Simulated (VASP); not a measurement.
## SnTe: single point with HSE06

SnTe:

```
Te Sn
1.0
     0.00000    3.68197    3.68197
     3.68197    0.00000    3.68197
     3.68197    3.68197    0.00000
Te Sn
1 1
Direct
  0.25000 0.25000 0.25000
  0.00000 0.00000 0.00000
```

```
Program                            : VASP 6.6.1
Task                               : single point
Functional                         : HSE06
Potentials or basis                : VASP PAW PBE potentials, release 64 (Te, Sn_d)
Cutoff                             : 520 eV
k mesh                             : 4 × 4 × 4
Occupations                        : fermi-dirac, width 0.05 eV
Spin                               : no spin polarisation
Dipole correction                  : no
Grid for exact exchange (PRECFOCK) : Normal
Further INCAR settings             : ALGO = Normal; EDIFF = 1e-07; NBANDS = 17
Share of exact exchange            : 0.25
Screening parameter                : 0.2079 1/Å
```

```yaml
Pressure: -2.0 GPa
Band_gap_on_the_k_mesh: 0.55 eV (least direct gap 1.22 eV)
```

Levels at points of the mesh, in eV from the valence-band top:
```
           k point  band 7  band 8  band 9  band 10  band 11  band 12  band 13  band 14
(0.00, 0.00, 0.00)   -5.73   -2.05   -2.05    -2.05     1.47     1.47     1.47     4.57
(0.50, 0.00, 0.00)   -7.55   -2.58   -2.58    -2.08     2.29     2.29     3.76     6.18
(0.50, 0.50, 0.00)   -7.93   -3.24   -3.24    -0.67     0.55     4.35     4.35     5.91
```

Wall time 15 min on 1 thread of AMD EPYC 9R45 96-Core Processor (Zen 5), with other jobs on the host, peak memory 0.33 GiB.

Caveat: the PAW data sets were made with another functional, which shifts forces and pressure a little; spin-orbit coupling is left out, which moves the levels of the heavy elements. A k mesh can miss the band edges.
